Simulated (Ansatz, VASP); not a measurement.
One calculation of Co, two programs

Contents of INCAR:

```
SYSTEM = Co
PREC = Accurate
ENCUT = 520
EDIFF = 1E-7
ISMEAR = 0
SIGMA = 0.013000000000000001
LREAL = .FALSE.
LASPH = .TRUE.
NELM = 150
ALGO = Fast
ISIF = 2
LWAVE = .FALSE.
LCHARG = .FALSE.
ISPIN = 2
MAGMOM = 2 2
LORBIT = 11
LMAXMIX = 4
GGA = PE
NBANDS = 20
```

File KPOINTS:

```
Automatic mesh
0
G
  12 12 7
  0 0 0
```

The input POSCAR:

```
Co
1.0
    2.4719999032      0.0000000000      0.0000000000
   -1.2359999516      2.1408147143      0.0000000000
    0.0000000000      0.0000000000      4.0211440800
Co
2
Direct
    0.6666666667      0.3333333333      0.7500000000
    0.3333333333      0.6666666667      0.2500000000
```

File input.yaml:

```yaml
crystal:
  lattice:
    - [2.4719999032, 0.0, 0.0]
    - [-1.2359999516, 2.1408147143, 0.0]
    - [0.0, 0.0, 4.02114408]
  atoms:
    - { symbol: Co, position: [0.6666666667, 0.3333333333, 0.75], spin: 2.0 }
    - { symbol: Co, position: [0.3333333333, 0.6666666667, 0.25], spin: 2.0 }
kpoints:
  mp_grid: { grid: [12, 12, 7] }
scf:
  occupations: { method: gaussian, width: 0.013 }
hamiltonian:
  xc: pbe
  pseudopotentials: { kind: all_electron, lapw: { basis_error: 0.001 } }
magnetization:
  spin_polarized: true
output:
  forces: true
  stress: true
  eigenvalues: true
```

Alike in both runs: task single point; functional PBE; k mesh 12 × 12 × 7; occupations gaussian, width 0.013 eV; collinear spin.

```csv
,VASP,Ansatz
version,VASP 6.6.1,Ansatz 0.2.0
potentials or method,"VASP PAW PBE potentials, release 64 (Co), cutoff 520 eV","all-electron LAPW, scalar-relativistic"
```

VASP gave:

* gap on the k mesh at the Fermi level (eV): none
* pressure (GPa): 4.1
* traceless stress, the component that is largest in VASP (GPa): -2.26
* net moment per atom (μB): 1.61
* size of the moment on the site where the two differ most (μB): 1.62

What did Ansatz give for the same quantities?

gap on the k mesh at the Fermi level (eV): none; pressure (GPa): 4.6; traceless stress, the component that is largest in VASP (GPa): -2.32; net moment per atom (μB): 1.61; size of the moment on the site where the two differ most (μB): 1.66.

Site moments also hang on the region over which each program counts them. A gap of «none» marks a metal or a gap that the smearing closes. Ansatz ran all-electron here, and VASP with PAW potentials.
